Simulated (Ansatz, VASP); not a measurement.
**Two plane-wave programs on Ca**

```
Ca
1.0
     0.00000    2.80050    2.80050
     2.80050    0.00000    2.80050
     2.80050    2.80050    0.00000
Ca
1
Direct
  0.00000 0.00000 0.00000
```

Alike in both runs: task single point; functional LDA; k mesh 6 × 6 × 6; occupations gaussian, width 0.1 eV; no spin polarisation.

|  | VASP | Ansatz |
| --- | --- | --- |
| version | VASP 6.6.1 | Ansatz 0.2.0 |
| potentials or method | VASP PAW LDA potentials, release 64 (Ca_sv), cutoff 520 eV | scalar-relativistic, plane waves, PAW |
| valence electrons in the cell | 10 | 10 |

|  | VASP | Ansatz | Ansatz less VASP |
| --- | --- | --- | --- |
| gap on the k mesh at the Fermi level (eV) | none | none | - |
| pressure (GPa) | -2.2 | -2.3 | -0.02 |

Ansatz warns that its potentials were made for another functional, while VASP's fit it. LDA's correlation is that of Perdew and Zunger in VASP and of Perdew and Wang (1992) in Ansatz. A gap of «none» marks a metal or a gap that the smearing closes.
